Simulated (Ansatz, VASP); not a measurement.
Two plane-wave programs on BaS

File POSCAR:

```
BaS
1.0
    0.0000000000      3.2128429000      3.2128429000
    3.2128429000      0.0000000000      3.2128429000
    3.2128429000      3.2128429000      0.0000000000
Ba S
1 1
Direct
    0.0000000000      0.0000000000      0.0000000000
    0.5000000000      0.5000000000      0.5000000000
```

File INCAR.step1:

```
ALGO = Normal ; EDIFF = 1E-4
ENCUT = 520 ; GGA = PE
ISMEAR = -1 ; LASPH = True
LCHARG = False ; LREAL = False
LWAVE = True ; NELM = 100
PREC = Accurate ; SIGMA = 0.02
```

File INCAR.step2:

```
ALGO = Normal ; EDIFF = 1E-6
EDIFFG = -0.01 ; ENCUT = 520
IBRION = 2 ; ISIF = 2
ISMEAR = -1 ; ISTART = 1
LASPH = True ; LCHARG = False
LMIXTAU = True ; LREAL = False
LWAVE = False ; METAGGA = R2SCAN
NELM = 100 ; NSW = 50
PREC = Accurate ; SIGMA = 0.02
```

The input KPOINTS:

```
k-points
0
Gamma
  8 8 8
```

Input for Ansatz:

```yaml
crystal:
  lattice:
    - [0.0, 3.2128429, 3.2128429]
    - [3.2128429, 0.0, 3.2128429]
    - [3.2128429, 3.2128429, 0.0]
  atoms:
    - { symbol: Ba, position: [0.0, 0.0, 0.0] }
    - { symbol: S, position: [0.5, 0.5, 0.5] }
  symmetry: { tolerance: 0.0003 }
hamiltonian:
  xc: r2scan
  pseudopotentials: { kind: paw, azcp: { folder: soft_1 } }
basis:
  ecutwfc: 500
magnetization:
  spin_polarized: false
scf:
  occupations: { method: fermi_dirac, width: 0.02 }
kpoints:
  mp_grid: { grid: [8, 8, 8], shift: [0, 0, 0] }
  band_path:
    path:
      - [0.0, 0.0, 0.0]
      - [0.5, 0.0, 0.5]
      - [0.625, 0.25, 0.625]
      - [0.375, 0.375, 0.75]
      - [0.0, 0.0, 0.0]
      - [0.5, 0.5, 0.5]
      - [0.5, 0.25, 0.75]
      - [0.5, 0.0, 0.5]
    npoints: 10
output:
  forces: true
  stress: true
  eigenvalues: true
  write_potential: true
  elf: true
  volumetric_format: npy
  dos: { e_range: [-12, 8], de: 0.05 }
relax:
  max_steps: 30
```

Alike in both runs: task relaxation of the atoms; functional r2SCAN; k mesh 8 × 8 × 8; occupations fermi-dirac, width 0.02 eV; no spin polarisation.

|  | VASP | Ansatz |
| --- | --- | --- |
| version | VASP 6.6.1 | Ansatz 0.2.0 |
| potentials or method | VASP PAW PBE potentials, release 64 (Ba_sv, S), cutoff 520 eV | PAW plane waves |
| valence electrons in the cell | 16 | 16 |

```csv
,VASP,Ansatz,Ansatz less VASP
"gap on the k mesh at the Fermi level, each at its own relaxed structure (eV)",2.49,2.58,+0.087
```

VASP's potentials were made for PBE, not for r2SCAN. Ansatz's warnings: stress scf threshold loose.

Spin-orbit coupling is off throughout. Noted on VASP's run: the relaxation stopped at its first step, so nothing moved.
